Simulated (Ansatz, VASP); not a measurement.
# MgS in VASP and in Ansatz

```xyz
2
Lattice="0.0000 2.5642 2.5642 2.5642 0.0000 2.5642 2.5642 2.5642 0.0000" Properties=species:S:1:pos:R:3 pbc="T T T"
Mg    0.0000    0.0000    0.0000
S     2.5642    2.5642    2.5642
```

Alike in both runs: task single point; functional LDA; k mesh 8 × 8 × 8; no spin polarisation.

|  | VASP | Ansatz |
| --- | --- | --- |
| version | VASP 6.6.1 | Ansatz 0.2.0 |
| potentials or method | VASP PAW LDA potentials, release 64 (Mg, S), cutoff 520 eV | all-electron LAPW, scalar-relativistic |
| occupations | gaussian, width 0.01 eV | fixed |

Ansatz gave:

- gap on the k mesh at the Fermi level (eV): 2.65
- pressure (GPa): 0.1

Q: What did VASP give for the same quantities?

A: gap on the k mesh at the Fermi level (eV): 2.65; pressure (GPa): -0.6.

LDA's correlation is that of Perdew and Zunger in VASP and of Perdew and Wang (1992) in Ansatz. Ansatz ran all-electron here, and VASP with PAW potentials.
